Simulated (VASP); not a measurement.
# Mg (P6_3/mmc) in VASP: a series of runs

Mg is run at these levels: PBE; tasks: single point, relaxation of cell and atoms.

All numbers are computed with VASP 6.6.1; they aren't measurements. Logs are shortened: lines on timing, memory, paths and dates and some standing lists are left out, and cuts for length are marked.

## (1) The cell of the first run

The structure is hexagonal, space group P6_3/mmc (No. 194). The conventional cell has a = 3.209 Å, b = 3.209 Å, c = 5.146 Å, α = 90.00°, β = 90.00°, γ = 120.00°. Within 4.2 Å of Mg (site symmetry -6m2) lie 12 Mg at 3.17 to 3.21 Å.

## (2) Single point, PBE

The input, INCAR:

```
  PREC = Accurate
  ENCUT = 520
  EDIFF = 1E-6
  ISMEAR = 0
  SIGMA = 0.1
  LREAL = F
  LASPH = T
  NELM = 80
  ALGO = Fast
  ISIF = 2
  LWAVE = F
  LCHARG = T
  GGA = PE
  LELF = T
  LVHAR = T
  NBANDS = 9
```

The input, KPOINTS:

```
Automatic mesh
0
Gamma
  18 18 8
```

The input, POSCAR:

```
Mg
1.0
    3.2088450497      0.0000000000      0.0000000000
   -1.6044225248      2.7789413299      0.0000000000
    0.0000000000      0.0000000000      5.1459161586
Mg
2
Direct
    0.3333333333      0.6666666667      0.2500000000
    0.6666666667      0.3333333333      0.7500000000
```

Potentials or basis: VASP PAW PBE potentials, release 64 (Mg).

Command:

```
$ cat potpaw_PBE.64/Mg/POTCAR > POTCAR
$ mpirun -np 1 vasp_std > vasp.out
```

OUTCAR:

```text
PREC = Accurate
   ENCUT = 520
   EDIFF = 1E-6
   ISMEAR = 0
   LREAL = F
   LASPH = T
   NELM = 80
   ISIF = 2
   GGA = PE

 ion  position               nearest neighbor table
   1  0.333  0.667  0.250-   2 3.17   2 3.17   2 3.17   2 3.17   2 3.17   2 3.17
   2  0.667  0.333  0.750-   1 3.17   1 3.17   1 3.17   1 3.17   1 3.17   1 3.17

  LATTYP: Found a hexagonal cell.
 ALAT       =     3.2088450497
 C/A-ratio  =     1.6036661412

  Lattice vectors:

 A1 = (   3.2088450497,   0.0000000000,   0.0000000000)
 A2 = (  -1.6044225248,   2.7789413299,   0.0000000000)
 A3 = (   0.0000000000,   0.0000000000,   5.1459161586)

Analysis of symmetry for initial positions (statically):
=====================================================================
 Subroutine PRICEL returns:
 Original cell was already a primitive cell.

 Routine SETGRP: Setting up the symmetry group for a
 hexagonal supercell.

 Subroutine GETGRP returns: Found 24 space group operations
 (whereof 12 operations were pure point group operations)
 out of a pool of 24 trial point group operations.

The static configuration has the point symmetry D_3d.
 The point group associated with its full space group is D_6h.

Analysis of symmetry for dynamics (positions and initial velocities):
=====================================================================
 Subroutine PRICEL returns:
 Original cell was already a primitive cell.

 Routine SETGRP: Setting up the symmetry group for a
 hexagonal supercell.

 Subroutine GETGRP returns: Found 24 space group operations
 (whereof 12 operations were pure point group operations)
 out of a pool of 24 trial point group operations.

The dynamic configuration has the point symmetry D_3d.
 The point group associated with its full space group is D_6h.

 Subroutine INISYM returns: Found 24 space group operations
 (whereof 12 operations are pure point group operations),
 and found     1 'primitive' translations

----------------------------------------------------------------------------------------

                                     Primitive cell

  volume of cell :      45.8871

  direct lattice vectors                    reciprocal lattice vectors
     3.208845050  0.000000000  0.000000000     0.311638607  0.179924633  0.000000000
    -1.604422525  2.778941330  0.000000000     0.000000000  0.359849267  0.000000000
     0.000000000  0.000000000  5.145916159     0.000000000  0.000000000  0.194328856

  length of vectors
     3.208845050  3.208845050  5.145916159     0.359849267  0.359849267  0.194328856

  position of ions in fractional coordinates (direct lattice)
     0.333333333  0.666666667  0.250000000
     0.666666667  0.333333333  0.750000000

  ion indices of the primitive-cell ions
   primitive index   ion index
                 1           1
                 2           2

----------------------------------------------------------------------------------------

 KPOINTS: Automatic mesh

Automatic generation of k-mesh.
 Grid dimensions read from file:
 generate k-points for:   18   18    8

 Generating k-lattice:

  Cartesian coordinates                     Fractional coordinates (reciprocal lattice)
     0.017313256  0.009995813  0.000000000     0.055555556 -0.000000000  0.000000000
     0.000000000  0.019991626  0.000000000     0.000000000  0.055555556  0.000000000
     0.000000000  0.000000000  0.024291107     0.000000000  0.000000000  0.125000000

  Length of vectors
     0.019991626  0.019991626  0.024291107

  Shift w.r.t. Gamma in fractional coordinates (k-lattice)
     0.000000000  0.000000000  0.000000000

 Subroutine IBZKPT returns following result:
 ===========================================

 Found    185 irreducible k-points:

 Following reciprocal coordinates:
            Coordinates               Weight
  0.000000  0.000000  0.000000      1.000000
  0.055556  0.000000  0.000000      6.000000
  0.111111  0.000000  0.000000      6.000000
  0.166667  0.000000  0.000000      6.000000
  0.222222  0.000000  0.000000      6.000000
  0.277778  0.000000  0.000000      6.000000
[... 16 lines left out ...]
  0.333333  0.111111  0.000000     12.000000
  0.388889  0.111111  0.000000     12.000000
 [... further k-points ...]
   k-points           NKPTS =    185   k-points in BZ     NKDIM =    185   number of bands    NBANDS=      9
   number of dos      NEDOS =    301   number of ions     NIONS =      2
   total plane-waves  NPLWV =  23040
   dimension x,y,z NGX =    24 NGY =   24 NGZ =   40
   dimension x,y,z NGXF=    48 NGYF=   48 NGZF=   80
   ions per type =               2
   NGX,Y,Z   is equivalent  to a cutoff of  12.43, 12.43, 12.92 a.u.
   NGXF,Y,Z  is equivalent  to a cutoff of  24.87, 24.87, 25.85 a.u.
 SYSTEM =  unknown system
   PREC   = accura    normal or accurate (medium, high low for compatibility)
   ISTART =      0    job   : 0-new  1-cont  2-samecut
   ICHARG =      2    charge: 1-file 2-atom 10-const
   ISPIN  =      1    spin polarized calculation?
   LNONCOLLINEAR =      F non collinear calculations
   LSORBIT =      F    spin-orbit coupling
   LASPH  =      T    aspherical Exc in radial PAW
   ENCUT  =  520.0 eV  38.22 Ry    6.18 a.u.   5.97  5.97  9.57*2*pi/ulx,y,z
   NELM   =     80;   NELMIN=  2; NELMDL= -5     # of ELM steps
   EDIFF  = 0.1E-05   stopping-criterion for ELM
   LREAL  =      F    real-space projection
   EDIFFG = 0.1E-04   stopping-criterion for IOM
   NSW    =      0    number of steps for IOM
   IBRION =     -1    ionic relax: 0-MD 1-quasi-New 2-CG
   NFREE  =      0    steps in history (QN), initial steepest desc. (CG)
   ISIF   =      2    stress and relaxation
   ISYM   =      2    0-nonsym 1-usesym 2-fastsym
   POTIM  = 0.5000    time-step for ionic-motion
   TEBEG  =    0.0;   TEEND  =   0.0 temperature during run
   PSTRESS=    0.0 pullay stress
   NELECT =       4.0000    total number of electrons
   NUPDOWN=      -1.0000    fix difference up-down
   EMIN   =  10.00;   EMAX   =-10.00  energy-range for DOS
   EFERMI =   0.00;   METHOD = LEGACY
   ISMEAR =     0;   SIGMA  =   0.10  broadening in eV -4-tet -1-fermi 0-gaus
   EFERMI_NEDOS =   21; number of points for ismear=-14 and -15
   IALGO  =     68    algorithm
   IMIX   =      4    mixing-type and parameters
     AMIX     =   0.40;   BMIX     =  1.00
     AMIX_MAG =   1.60;   BMIX_MAG =  1.00
  volume/ion in A,a.u.               =      22.94       154.83
  Fermi-wavevector in a.u.,A,eV,Ry     =   0.725880  1.371713  7.168925  0.526901
  Thomas-Fermi vector in A             =   1.816712
   LORBIT       =      0    0 simple, 1 ext, 2 COOP (PROOUT), +10 PAW based schemes
   GGA     = PE    functional components
   LHFCALC =     F    Hartree Fock is set to
   AEXX    =    0.0000 exact exchange contribution
   IVDW    =     0    specifies the selected vdW correction
   LEPSILON=     F    determine dielectric tensor
   LRPA    =     F    only Hartree local field effects (RPA)
 non-spin polarized calculation
 RMM-DIIS sequential band-by-band and
 Gauss-broadening in eV      SIGMA  =   0.10
  energy-cutoff  :      520.00
  volume of cell :       45.89
 maximum number of plane-waves:      1260
 NGX is ok and might be reduce to    24
   NGX = 11   NGY = 11   NGZ = 19

 number of electron       4.0000000 magnetization

 Free energy of the ion-electron system (eV)
  ---------------------------------------------------
  ext. energy  EPLUGINS =         0.00000000
  ---------------------------------------------------
  free energy    TOTEN  =        -3.01589853 eV

  energy without entropy =       -3.01129226  energy(sigma->0) =       -3.01359540

 E-fermi :   2.6461     XC(G=0):  -8.4928

 val. band max:        2.6395447147   @ k =   0.3889   0.1111   0.3750
 cond. band min:       2.6579247020   @ k =   0.2778   0.1667   0.1250
 fundamental gap:      0.0183799873
 Fermi energy:         2.6461270821

 k-point     1 :       0.0000    0.0000    0.0000
  band No.  band energies     occupation
      1      -4.2977      2.00000
      2       1.0161      2.00000
      3       1.5094      2.00000
      4      13.4490      0.00000
      5      13.4490      0.00000
      6      13.5343      0.00000
      7      13.5343      0.00000
      8      14.5242      0.00000
      9      15.9328      0.00000

 k-point     2 :       0.0556    0.0000    0.0000
  band No.  band energies     occupation
      1      -4.2374      2.00000
      2       1.0712      2.00000
      3       1.5680      2.00000
      4      12.0318      0.00000
      5      12.6317      0.00000
      6      13.4256      0.00000
      7      14.4404      0.00000
      8      15.2117      0.00000
      9      16.6259      0.00000

 k-point     3 :       0.1111    0.0000    0.0000
  band No.  band energies     occupation
      1      -4.0567      2.00000
      2       1.2362      2.00000
      3       1.7428      2.00000
      4      10.3363      0.00000
      5      11.8721      0.00000
      6      12.6851      0.00000
      7      15.0851      0.00000
      8      15.4170      0.00000
      9      15.4234      0.00000

 k-point     4 :       0.1667    0.0000    0.0000
  band No.  band energies     occupation
      1      -3.7564      2.00000
      2       1.5115      2.00000
      3       2.0305      2.00000
      4       8.6789      0.00000
      5      11.2136      0.00000
      6      11.8743      0.00000
      7      13.4489      0.00000
      8      14.4448      0.00000
      9      15.9633      0.00000
[... 205 lines left out ...]
 k-point    22 :       0.2778    0.1111    0.0000
  band No.  band energies     occupation
      1      -1.9737      2.00000
      2       3.1656      0.00000
      3       3.4225      0.00000
      4       4.6571      0.00000
      5       7.3173      0.00000
      6       9.1607      0.00000
      7      10.1537      0.00000
      8      12.2154      0.00000
      9      13.1097      0.00000

 k-point    23 :       0.3333    0.1111    0.0000
  band No.  band energies     occupation
      1      -1.2118      2.00000
      2       2.7983      0.03145
      3       3.8824      0.00000
      4       4.6818      0.00000
      5       6.9661      0.00000
      6       7.8928      0.00000
      7       9.0897      0.00000
      8      11.9253      0.00000
      9      12.8692      0.00000

 k-point    24 :       0.3889    0.1111    0.0000
  band No.  band energies     occupation
      1      -0.3412      2.00000
      2       1.6972      2.00000
      3       4.7050      0.00000
      4       5.3367      0.00000
      5       6.6022      0.00000
      6       6.7374      0.00000
      7       8.2734      0.00000
      8      11.7522      0.00000
      9      12.7227      0.00000

 [... further k-points ...]
[... 5 lines left out ...]
  --------------------------------------------------------------------------------------
  -------------------------------------------------------------------------------------
  Total       -0.0380599     -0.0380599     -0.0425615     -0.0000000     -0.0000000      0.0000000
  in kB       -1.3288849     -1.3288849     -1.4860597     -0.0000000     -0.0000000      0.0000000
  external PRESSURE =      -1.3812765 kB  Pullay stress =       0.0000000 kB

 VOLUME and BASIS-vectors are now :
 -----------------------------------------------------------------------------
  energy-cutoff  :      520.00
  volume of cell :       45.89
      direct lattice vectors                 reciprocal lattice vectors
     3.208845050  0.000000000  0.000000000     0.311638607  0.179924633  0.000000000
    -1.604422525  2.778941330  0.000000000     0.000000000  0.359849267  0.000000000
     0.000000000  0.000000000  5.145916159     0.000000000  0.000000000  0.194328856

 POSITION                                       TOTAL-FORCE (eV/Angst)
 -----------------------------------------------------------------------------------
     -0.00000      1.85263      1.28648        -0.000000     -0.000000      0.000000
      1.60442      0.92631      3.85944         0.000000      0.000000      0.000000
 -----------------------------------------------------------------------------------
    total drift:                                0.000000     -0.000000      0.000000

  FREE ENERGIE OF THE ION-ELECTRON SYSTEM (eV)
  ---------------------------------------------------
  free  energy   TOTEN  =        -3.0158985342 eV

  energy  without entropy=       -3.0112922614  energy(sigma->0) =       -3.01359540
```

It took 29 s on 1 thread of Intel Xeon Platinum 8259CL at 2.50GHz (Skylake/Cascade Lake), shared host; peak memory 0.2 GiB.

What came out:

| Quantity | Value |
| --- | --- |
| Free energy | -3.0159 eV |
| Pressure | -0.1 GPa |
| Band gap on the k mesh | zero (band 2 reaches 3.66 eV, above the bottom of band 3 at 1.51 eV) |

Levels at points of the mesh, in eV from the Fermi level:
```
           k point  band 1  band 2  band 3  band 4  band 5  band 6
(0.00, 0.00, 0.00)   -6.94   -1.63   -1.14   10.80   10.80   10.89
(0.50, 0.00, 0.00)   -2.19   -2.18    2.67    3.04    3.36    3.73
(0.00, 0.00, 0.50)   -5.53   -5.53    5.21    5.21   11.56   11.56
(0.50, 0.00, 0.50)   -1.12   -1.12   -0.47   -0.47    7.94    7.94
```

[end of part 1 of 2]
